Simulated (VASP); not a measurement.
# LaSi2 (I4_1/amd) in VASP: single point with LDA

Aim: the single point of LaSi2 with LDA.

Everything below comes from runs of VASP 6.6.1. Logs are shortened: lines on timing, memory, paths and dates and some standing lists are left out, and cuts for length are marked.

### 1 The cell of the first run

It takes space group I4_1/amd (No. 141, tetragonal). Conventional cell: a = 4.239 Å, b = 4.239 Å, c = 13.752 Å, α = 90.00°, β = 90.00°, γ = 90.00°. Within 4.3 Å of La (site symmetry -4m2) lie 12 Si at 3.11 to 3.22 Å and 8 La at 4.04 to 4.24 Å. Si (site symmetry 2mm) has 3 Si at 2.33 to 2.39 Å and 6 La at 3.11 to 3.22 Å within 3.3 Å.

### 2 Single point, LDA

The input, INCAR:

```
SYSTEM = LaSi2
  ALGO = Normal
  EDIFF = 1E-7
  ENCUT = 520
  ISIF = 2
  ISMEAR = -1
  LASPH = .True.
  LCHARG = .False.
  LREAL = .False.
  LWAVE = .False.
  NBANDS = 28
  NELM = 80
  PREC = Accurate
  SIGMA = 0.05
```

The input, KPOINTS:

```
k-points
0
Gamma
  11 11 11
  0 0 0
```

The input, POSCAR:

```
LaSi2
1.0
   -2.1195636626      2.1195636626      6.8758428369
    2.1195636626     -2.1195636626      6.8758428369
    2.1195636626      2.1195636626     -6.8758428369
La Si
2 4
Direct
    0.0000000000      0.0000000000      0.0000000000
    0.7500000000      0.2500000000      0.5000000000
    0.4152495255      0.4152495255      0.0000000000
    0.1652495255      0.6652495255      0.5000000000
    0.3347504745      0.8347504745      0.5000000000
    0.5847504745      0.5847504745      0.0000000000
```

Potentials or basis: VASP PAW LDA potentials, release 64 (La, Si).

On the command line:

```console
> cat potpaw_LDA.64/La/POTCAR potpaw_LDA.64/Si/POTCAR > POTCAR
> mpirun -np 1 vasp_std > vasp.out
```

OUTCAR:

```text
SYSTEM = LaSi2
   EDIFF = 1E-7
   ENCUT = 520
   ISIF = 2
   ISMEAR = -1
   LASPH = .True.
   LREAL = .False.
   NELM = 80
   PREC = Accurate

 ion  position               nearest neighbor table
   1  0.000  0.000  0.000-   4 3.11   5 3.11   4 3.11   5 3.11   6 3.22   3 3.22   6 3.22   6 3.22
                             3 3.22   3 3.22   3 3.22   6 3.22
   2  0.750  0.250  0.500-   3 3.11   6 3.11   3 3.11   6 3.11   5 3.22   4 3.22   5 3.22   5 3.22
                             4 3.22   4 3.22   4 3.22   5 3.22
   3  0.415  0.415  0.000-   6 2.33   5 2.39   5 2.39   2 3.11   2 3.11   1 3.22   1 3.22   1 3.22
                             1 3.22
   4  0.165  0.665  0.500-   5 2.33   6 2.39   6 2.39   1 3.11   1 3.11   2 3.22   2 3.22   2 3.22
                             2 3.22
   5  0.335  0.835  0.500-   4 2.33   3 2.39   3 2.39   1 3.11   1 3.11   2 3.22   2 3.22   2 3.22
                             2 3.22
   6  0.585  0.585  0.000-   3 2.33   4 2.39   4 2.39   2 3.11   2 3.11   1 3.22   1 3.22   1 3.22
                             1 3.22

  LATTYP: Found a body centered tetragonal cell.
 ALAT       =     4.2391273252
 C/A-ratio  =     3.2439897693

  Lattice vectors:

 A1 = (  -2.1195636626,   2.1195636626,   6.8758428369)
 A2 = (   2.1195636626,  -2.1195636626,   6.8758428369)
 A3 = (   2.1195636626,   2.1195636626,  -6.8758428369)

Analysis of symmetry for initial positions (statically):
=====================================================================
 Subroutine PRICEL returns:
 Original cell was already a primitive cell.

 Routine SETGRP: Setting up the symmetry group for a
 body centered tetragonal supercell.

 Subroutine GETGRP returns: Found 16 space group operations
 (whereof  8 operations were pure point group operations)
 out of a pool of 16 trial point group operations.

The static configuration has the point symmetry D_2d.
 The point group associated with its full space group is D_4h.

Analysis of symmetry for dynamics (positions and initial velocities):
=====================================================================
 Subroutine PRICEL returns:
 Original cell was already a primitive cell.

 Routine SETGRP: Setting up the symmetry group for a
 body centered tetragonal supercell.

 Subroutine GETGRP returns: Found 16 space group operations
 (whereof  8 operations were pure point group operations)
 out of a pool of 16 trial point group operations.

The dynamic configuration has the point symmetry D_2d.
 The point group associated with its full space group is D_4h.

 Subroutine INISYM returns: Found 16 space group operations
 (whereof  8 operations are pure point group operations),
 and found     1 'primitive' translations

----------------------------------------------------------------------------------------

                                     Primitive cell

  volume of cell :     123.5603

  direct lattice vectors                    reciprocal lattice vectors
    -2.119563663  2.119563663  6.875842837     0.000000000  0.235897609  0.072718358
     2.119563663 -2.119563663  6.875842837     0.235897609  0.000000000  0.072718358
     2.119563663  2.119563663 -6.875842837     0.235897609  0.235897609  0.000000000

  length of vectors
     7.500820952  7.500820952  7.500820952     0.246851456  0.246851456  0.333609598

  position of ions in fractional coordinates (direct lattice)
     0.000000000  0.000000000  0.000000000
     0.750000000  0.250000000  0.500000000
     0.415249526  0.415249526  0.000000000
     0.165249526  0.665249526  0.500000000
     0.334750474  0.834750474  0.500000000
     0.584750474  0.584750474  0.000000000

  ion indices of the primitive-cell ions
   primitive index   ion index
                 1           1
                 2           2
                 3           3
                 4           4
                 5           5
                 6           6

----------------------------------------------------------------------------------------

 KPOINTS: k-points

Automatic generation of k-mesh.
 Grid dimensions read from file:
 generate k-points for:   11   11   11

 Generating k-lattice:

  Cartesian coordinates                     Fractional coordinates (reciprocal lattice)
     0.000000000  0.021445237  0.006610760     0.090909091 -0.000000000  0.000000000
     0.021445237  0.000000000  0.006610760    -0.000000000  0.090909091  0.000000000
     0.021445237  0.021445237  0.000000000     0.000000000  0.000000000  0.090909091

  Length of vectors
     0.022441041  0.022441041  0.030328145

  Shift w.r.t. Gamma in fractional coordinates (k-lattice)
     0.000000000  0.000000000  0.000000000

 Subroutine IBZKPT returns following result:
 ===========================================

 Found    126 irreducible k-points:

 Following reciprocal coordinates:
            Coordinates               Weight
  0.000000  0.000000  0.000000      1.000000
  0.090909  0.000000  0.000000      8.000000
  0.181818 -0.000000  0.000000      8.000000
  0.272727  0.000000  0.000000      8.000000
  0.363636 -0.000000  0.000000      8.000000
  0.454545 -0.000000  0.000000      8.000000
[... 16 lines left out ...]
 -0.272727  0.181818  0.000000     16.000000
 -0.181818  0.181818  0.000000      4.000000
 [... further k-points ...]
   k-points           NKPTS =    126   k-points in BZ     NKDIM =    126   number of bands    NBANDS=     28
   number of dos      NEDOS =    301   number of ions     NIONS =      6
   total plane-waves  NPLWV = 175616
   dimension x,y,z NGX =    56 NGY =   56 NGZ =   56
   dimension x,y,z NGXF=   112 NGYF=  112 NGZF=  112
   ions per type =               2   4
   NGX,Y,Z   is equivalent  to a cutoff of  12.41, 12.41, 12.41 a.u.
   NGXF,Y,Z  is equivalent  to a cutoff of  24.82, 24.82, 24.82 a.u.
 SYSTEM =  LaSi2
   PREC   = accura    normal or accurate (medium, high low for compatibility)
   ISTART =      0    job   : 0-new  1-cont  2-samecut
   ICHARG =      2    charge: 1-file 2-atom 10-const
   ISPIN  =      1    spin polarized calculation?
   LNONCOLLINEAR =      F non collinear calculations
   LSORBIT =      F    spin-orbit coupling
   LASPH  =      T    aspherical Exc in radial PAW
   ENCUT  =  520.0 eV  38.22 Ry    6.18 a.u.  13.95 13.95 13.95*2*pi/ulx,y,z
   NELM   =     80;   NELMIN=  2; NELMDL= -5     # of ELM steps
   EDIFF  = 0.1E-06   stopping-criterion for ELM
   LREAL  =      F    real-space projection
   EDIFFG = 0.1E-05   stopping-criterion for IOM
   NSW    =      0    number of steps for IOM
   IBRION =     -1    ionic relax: 0-MD 1-quasi-New 2-CG
   NFREE  =      0    steps in history (QN), initial steepest desc. (CG)
   ISIF   =      2    stress and relaxation
   ISYM   =      2    0-nonsym 1-usesym 2-fastsym
   POTIM  = 0.5000    time-step for ionic-motion
   TEBEG  =    0.0;   TEEND  =   0.0 temperature during run
   PSTRESS=    0.0 pullay stress
   NELECT =      38.0000    total number of electrons
   NUPDOWN=      -1.0000    fix difference up-down
   EMIN   =  10.00;   EMAX   =-10.00  energy-range for DOS
   EFERMI =   0.00;   METHOD = LEGACY
   ISMEAR =    -1;   SIGMA  =   0.05  broadening in eV -4-tet -1-fermi 0-gaus
   EFERMI_NEDOS =   21; number of points for ismear=-14 and -15
   IALGO  =     38    algorithm
   IMIX   =      4    mixing-type and parameters
     AMIX     =   0.40;   BMIX     =  1.00
     AMIX_MAG =   1.60;   BMIX_MAG =  1.00
  volume/ion in A,a.u.               =      20.59       138.97
  Fermi-wavevector in a.u.,A,eV,Ry     =   1.105036  2.088215 16.614135  1.221104
  Thomas-Fermi vector in A             =   2.241517
   LORBIT       =      0    0 simple, 1 ext, 2 COOP (PROOUT), +10 PAW based schemes
   GGA     = CA    functional components
   LHFCALC =     F    Hartree Fock is set to
   AEXX    =    0.0000 exact exchange contribution
   IVDW    =     0    specifies the selected vdW correction
   LEPSILON=     F    determine dielectric tensor
   LRPA    =     F    only Hartree local field effects (RPA)
 non-spin polarized calculation
  energy-cutoff  :      520.00
  volume of cell :      123.56
 maximum number of plane-waves:      3344
   NGX = 27   NGY = 27   NGZ = 27

 number of electron      38.0000001 magnetization

 Free energy of the ion-electron system (eV)
  ---------------------------------------------------
  ext. energy  EPLUGINS =         0.00000000
  ---------------------------------------------------
  free energy    TOTEN  =       -39.34068469 eV

  energy without entropy =      -39.31578990  energy(sigma->0) =      -39.32823730

 E-fermi :   9.2833     XC(G=0): -10.7029

 val. band max:        9.2802694873   @ k =   0.3636   0.1818   0.0909
 cond. band min:       9.2888470420   @ k =  -0.0909  -0.2727   0.0909
 fundamental gap:      0.0085775548
 Fermi energy:         9.2833149392

 k-point     1 :       0.0000    0.0000    0.0000
  band No.  band energies     occupation
      1     -22.9641      2.00000
      2     -22.8981      2.00000
      3      -7.3570      2.00000
      4      -6.7433      2.00000
      5      -6.7433      2.00000
      6      -6.7214      2.00000
[... 20 lines left out ...]
     27      11.2425      0.00000
     28      11.6880      0.00000

 k-point     2 :       0.0909    0.0000    0.0000
  band No.  band energies     occupation
      1     -22.9614      2.00000
      2     -22.8976      2.00000
      3      -7.3376      2.00000
      4      -6.7951      2.00000
      5      -6.7644      2.00000
      6      -6.7452      2.00000
[... 20 lines left out ...]
     27      11.1641      0.00000
     28      11.7024      0.00000

 k-point     3 :       0.1818   -0.0000    0.0000
  band No.  band energies     occupation
      1     -22.9542      2.00000
      2     -22.8964      2.00000
      3      -7.2859      2.00000
      4      -6.9389      2.00000
      5      -6.8552      2.00000
      6      -6.7439      2.00000
[... 20 lines left out ...]
     27      11.4275      0.00000
     28      11.6846      0.00000

 k-point     4 :       0.2727    0.0000    0.0000
  band No.  band energies     occupation
      1     -22.9441      2.00000
      2     -22.8952      2.00000
      3      -7.2275      2.00000
      4      -7.1129      2.00000
      5      -6.9445      2.00000
      6      -6.7374      2.00000
[... 20 lines left out ...]
     27      11.5798      0.00000
     28      11.6711      0.00000

 k-point     5 :       0.3636   -0.0000    0.0000
  band No.  band energies     occupation
      1     -22.9341      2.00000
      2     -22.8950      2.00000
      3      -7.2716      2.00000
      4      -7.2008      2.00000
      5      -6.9671      2.00000
      6      -6.7293      2.00000
[... 20 lines left out ...]
     27      11.6121      0.00000
     28      11.6288      0.00000

 k-point     6 :       0.4545   -0.0000    0.0000
  band No.  band energies     occupation
      1     -22.9276      2.00000
      2     -22.8954      2.00000
      3      -7.3531      2.00000
      4      -7.2246      2.00000
      5      -6.9324      2.00000
      6      -6.7238      2.00000
[... 463 lines left out ...]
      5      -6.9498      2.00000
      6      -6.8564      2.00000
[... 20 lines left out ...]
     27      11.5755      0.00000
     28      11.6095      0.00000

 k-point    22 :      -0.3636    0.1818   -0.0000
  band No.  band energies     occupation
      1     -22.9283      2.00000
      2     -22.8897      2.00000
      3      -7.2293      2.00000
      4      -7.1211      2.00000
      5      -7.0050      2.00000
      6      -6.8530      2.00000
[... 20 lines left out ...]
     27      11.5108      0.00000
     28      11.6772      0.00000

 k-point    23 :      -0.2727    0.1818    0.0000
  band No.  band energies     occupation
      1     -22.9379      2.00000
      2     -22.8902      2.00000
      3      -7.1921      2.00000
      4      -7.0450      2.00000
      5      -6.9727      2.00000
      6      -6.8562      2.00000
[... 20 lines left out ...]
     27      11.4041      0.00000
     28      11.6598      0.00000

 k-point    24 :      -0.1818    0.1818    0.0000
  band No.  band energies     occupation
      1     -22.9468      2.00000
      2     -22.8922      2.00000
      3      -7.2406      2.00000
      4      -6.9308      2.00000
      5      -6.8799      2.00000
      6      -6.8532      2.00000
[... 20 lines left out ...]
     27      11.2639      0.00000
     28      11.6924      0.00000

 [... further k-points ...]

------------------------ aborting loop because EDIFF is reached ----------------------------------------

  FORCE on cell =-STRESS in cart. coord.  units (eV):
  Direction    XX          YY          ZZ          XY          YZ          ZX
  --------------------------------------------------------------------------------------
  -------------------------------------------------------------------------------------
  Total       -0.0231034     -0.0231034     -0.0036119      0.0000000     -0.0000000      0.0000000
  in kB       -0.2995766     -0.2995766     -0.0468349      0.0000000     -0.0000000      0.0000000
  external PRESSURE =      -0.2153294 kB  Pullay stress =       0.0000000 kB

 VOLUME and BASIS-vectors are now :
 -----------------------------------------------------------------------------
  energy-cutoff  :      520.00
  volume of cell :      123.56
      direct lattice vectors                 reciprocal lattice vectors
    -2.119563663  2.119563663  6.875842837     0.000000000  0.235897609  0.072718358
     2.119563663 -2.119563663  6.875842837     0.235897609  0.000000000  0.072718358
     2.119563663  2.119563663 -6.875842837     0.235897609  0.235897609  0.000000000

 POSITION                                       TOTAL-FORCE (eV/Angst)
 -----------------------------------------------------------------------------------
      0.00000      0.00000      0.00000         0.000000      0.000000      0.000000
      0.00000      2.11956      3.43792         0.000000      0.000000      0.000000
      0.00000      0.00000      5.71038         0.000000     -0.000000      0.001695
      2.11956      0.00000      2.27246        -0.000000      0.000000      0.001695
      2.11956      0.00000      4.60338        -0.000000      0.000000     -0.001695
      0.00000      0.00000      8.04130         0.000000     -0.000000     -0.001695
 -----------------------------------------------------------------------------------
    total drift:                               -0.000000     -0.000000      0.000000

  FREE ENERGIE OF THE ION-ELECTRON SYSTEM (eV)
  ---------------------------------------------------
  free  energy   TOTEN  =       -39.3406846898 eV

  energy  without entropy=      -39.3157899049  energy(sigma->0) =      -39.32823730
```

Wall time 23 min (1 thread of Intel Xeon Platinum 8259CL at 2.50GHz (Skylake/Cascade Lake), shared host); peak memory 0.62 GiB.

Results:

| Item | Value |
| --- | --- |
| Free energy | -39.3407 eV |
| Pressure | 0.0 GPa |
| Band gap on the k mesh | zero (bands 19 and 20 overlap by 1.55 eV) |

Caveat: spin-orbit coupling is left out, which moves the levels of the heavy elements.
